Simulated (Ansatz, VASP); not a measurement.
**Te2Mo in VASP and in Ansatz**

```xyz
6
Lattice="-3.5635 0.0000 0.0000 -1.7818 -3.0861 0.0000 -1.4254 0.0000 14.7262" Properties=species:S:1:pos:R:3 pbc="T T T"
Te   -1.7818   -1.0287    9.2552
Te   -3.5635   -2.0574    1.8921
Te   -1.7818   -1.0287   12.8341
Te   -3.5635   -2.0574    5.4710
Mo   -1.7818   -1.0287    3.6816
Mo   -3.5635   -2.0574   11.0447
```

Alike in both runs: task single point; functional r2SCAN; k mesh 9 × 9 × 2; occupations gaussian, width 0.05 eV; no spin polarisation.

```csv
,VASP,Ansatz
version,VASP 6.6.1,Ansatz 0.2.0
potentials or method,"VASP PAW PBE potentials, release 64 (Te, Mo_sv), cutoff 550 eV","scalar-relativistic, plane waves, PAW"
valence electrons in the cell,52,92
```

|  | VASP | Ansatz | Ansatz less VASP |
| --- | --- | --- | --- |
| gap on the k mesh at the Fermi level (eV) | 1.03 | 1.04 | +0.009 |
| least direct gap on the mesh (eV) | 1.08 | 1.07 | -0.002 |
| pressure (GPa) | 0.3 | 0.2 | -0.10 |
| traceless stress, the component that is largest in VASP (GPa) | 0.40 | 0.35 | -0.057 |
| rms of the force components (eV/Å) | 0.039 | 0.045 | +0.0061 |

VASP's potentials were made for PBE, not for r2SCAN. Atom by atom the forces differ by 0.012 eV/Å (rms over components). With one functional, cell and mesh, what is left measures potentials, basis and numerics. VASP's potentials hold 52 valence electrons a cell and Ansatz's 92, so a difference there can come from the potentials and not from the codes.

Spin-orbit coupling is off throughout.
